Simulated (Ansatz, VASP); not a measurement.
# Bi2Te3: VASP beside Ansatz

```xyz
5
Lattice="2.1934 1.2663 10.0989 -2.1934 1.2663 10.0989 0.0000 -2.5327 10.0989" Properties=species:S:1:pos:R:3 pbc="T T T"
Bi    0.0000    0.0000   12.1228
Bi    0.0000    0.0000   18.1739
Te    0.0000    0.0000    0.0000
Te    0.0000    0.0000    6.3431
Te    0.0000    0.0000   23.9535
```

Alike in both runs: functional PBE; dispersion D3(BJ); k mesh 9 × 9 × 9; occupations gaussian, width 0.02 eV; no spin polarisation.

Ansatz relaxed the structure, and its values are those at the end. VASP's run is a single point on that final structure, the one shown.

```csv
,VASP,Ansatz
version,VASP 6.6.1,Ansatz 0.2.0
potentials or method,"VASP PAW PBE potentials, release 64 (Bi_d, Te), cutoff 520 eV","scalar-relativistic, plane waves, PAW"
valence electrons in the cell,48,78
```

```csv
,VASP,Ansatz,Ansatz less VASP
gap on the k mesh at the Fermi level (eV),0.25,0.26,+0.011
least direct gap on the mesh (eV),0.25,0.26,+0.011
pressure (GPa),0.0,0.0,+0.02
rms of the force components (eV/Å),0.005,0.000,-0.0054
```

VASP's potentials hold 48 valence electrons a cell and Ansatz's 78, so a difference there can come from the potentials and not from the codes.

Neither program's run includes spin-orbit coupling.
